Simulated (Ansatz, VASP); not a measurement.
## Two plane-wave programs on AlB2N3

Contents of INCAR:

```
PREC = Accurate
ENCUT = 520
EDIFF = 1E-6
ISMEAR = 0
SIGMA = 0.1
LREAL = False
LASPH = True
NELM = 60
ALGO = Normal
ISIF = 2
LWAVE = False
LCHARG = True
GGA = PE
LELF = True
LVHAR = True
NBANDS = 36
```

Contents of KPOINTS:

```
regular mesh
0
Gamma
  6 6 1
```

POSCAR

```
AlB2N3
1.0
    2.6179634800      0.0000000000      0.0000000000
   -1.3089817400      2.2672228800      0.0000000000
    0.0000000000      0.0000000000     20.8611109100
Al B N
2 4 6
Direct
    0.3333333300      0.6666666700      0.7500000000
    0.6666666700      0.3333333300      0.2500000000
    0.3333333300      0.6666666700      0.0833333300
    0.3333333300      0.6666666700      0.4166666700
    0.6666666700      0.3333333300      0.5833333300
    0.6666666700      0.3333333300      0.9166666700
    0.3333333300      0.6666666700      0.2500000000
    0.3333333300      0.6666666700      0.5833333300
    0.3333333300      0.6666666700      0.9166666700
    0.6666666700      0.3333333300      0.0833333300
    0.6666666700      0.3333333300      0.4166666700
    0.6666666700      0.3333333300      0.7500000000
```

Input for Ansatz:

```yaml
crystal:
  lattice:
    - [2.61796348, 0.0, 0.0]
    - [-1.30898174, 2.26722288, 0.0]
    - [0.0, 0.0, 20.86111091]
  atoms:
    - { symbol: Al, position: [0.33333333, 0.66666667, 0.75] }
    - { symbol: Al, position: [0.66666667, 0.33333333, 0.25] }
    - { symbol: B, position: [0.33333333, 0.66666667, 0.08333333] }
    - { symbol: B, position: [0.33333333, 0.66666667, 0.41666667] }
    - { symbol: B, position: [0.66666667, 0.33333333, 0.58333333] }
    - { symbol: B, position: [0.66666667, 0.33333333, 0.91666667] }
    - { symbol: "N", position: [0.33333333, 0.66666667, 0.25] }
    - { symbol: "N", position: [0.33333333, 0.66666667, 0.58333333] }
    - { symbol: "N", position: [0.33333333, 0.66666667, 0.91666667] }
    - { symbol: "N", position: [0.66666667, 0.33333333, 0.08333333] }
    - { symbol: "N", position: [0.66666667, 0.33333333, 0.41666667] }
    - { symbol: "N", position: [0.66666667, 0.33333333, 0.75] }
basis:
  ecutwfc: 420
kpoints:
  mp_grid: { grid: [6, 6, 1] }
hamiltonian:
  xc: pbe
scf:
  occupations: { method: gaussian, width: 0.1 }
  lower_state_search: "off"
output:
  forces: true
  stress: true
  eigenvalues: true
```

Alike in both runs: task single point; functional PBE; k mesh 6 × 6 × 1; occupations gaussian, width 0.1 eV; no spin polarisation.

|  | VASP | Ansatz |
| --- | --- | --- |
| version | VASP 6.6.1 | Ansatz 0.2.0 |
| potentials or method | VASP PAW PBE potentials, release 64 (Al, B, N), cutoff 520 eV | scalar-relativistic, plane waves, PAW |
| valence electrons in the cell | 48 | 48 |

Ansatz gave:

| Item | Value |
| --- | --- |
| gap on the k mesh at the Fermi level (eV) | 3.36 |
| least direct gap on the mesh (eV) | 3.65 |
| rms of the force components (eV/Å) | 0.018 |

Task: Which values does VASP return?

Result: gap on the k mesh at the Fermi level (eV): 3.31; least direct gap on the mesh (eV): 3.60; rms of the force components (eV/Å): 0.019.

Atom by atom the forces differ by 0.000 eV/Å (rms over components). With one functional, cell and mesh, what is left measures potentials, basis and numerics.

The k mesh is coarse, so the values compare programs but aren't converged.
